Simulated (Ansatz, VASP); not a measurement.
**ZrC in VASP and in Ansatz**

```
Zr C
1.0
     3.37180    0.00000    0.00000
    -1.68590    2.92006    0.00000
     0.00000    0.00000    5.29561
Zr C
2 2
Cartesian
  0.0000 1.9467 1.3239
  1.6859 0.9734 3.9717
  0.0000 0.0000 0.0000
  0.0000 0.0000 2.6478
```

Alike in both runs: functional PBE; k mesh 18 × 18 × 10; occupations gaussian, width 0.1 eV; no spin polarisation.

Ansatz relaxed the structure, and its values are those at the end. VASP's run is a single point on that final structure, the one shown.

|  | VASP | Ansatz |
| --- | --- | --- |
| version | VASP 6.6.1 | Ansatz 0.2.0 |
| potentials or method | VASP PAW PBE potentials, release 64 (Zr_sv, C), cutoff 520 eV | scalar-relativistic, plane waves, PAW |
| valence electrons in the cell | 32 | 32 |

|  | VASP | Ansatz | Ansatz less VASP |
| --- | --- | --- | --- |
| gap on the k mesh at the Fermi level (eV) | none | none | - |
| pressure (GPa) | 0.2 | 0.0 | -0.24 |

A gap of «none» marks a metal or a gap that the smearing closes.
